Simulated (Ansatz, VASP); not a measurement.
## Au in VASP and in Ansatz

```
Au
1.0
     2.83952    0.00000    0.00000
    -1.41976    2.45909    0.00000
     0.00000    0.00000    4.74984
Au
2
Direct
  0.33333 0.66667 0.25000
  0.66667 0.33333 0.75000
```

Alike in both runs: functional LDA; k mesh 13 × 13 × 7; occupations fermi-dirac, width 0.1 eV; no spin polarisation.

Ansatz relaxed the structure, and its values are those at the end. VASP's run is a single point on that final structure, the one shown.

|  | VASP | Ansatz |
| --- | --- | --- |
| version | VASP 6.6.1 | Ansatz 0.2.0 |
| potentials or method | VASP PAW LDA potentials, release 64 (Au), cutoff 520 eV | plane waves (420 eV) with PAW, scalar-relativistic |
| valence electrons in the cell | 22 | 38 |

Ansatz gave:

```
pressure (GPa) : 0.0
```

Q: What did VASP give for the same quantities?

A: Pressure (GPa): 0.5.

Ansatz warns that its potentials were made for another functional, while VASP's fit it. LDA's correlation is that of Perdew and Zunger in VASP and of Perdew and Wang (1992) in Ansatz. VASP's potentials hold 22 valence electrons a cell and Ansatz's 38, so a difference there can come from the potentials and not from the codes.

Neither program's run includes spin-orbit coupling.
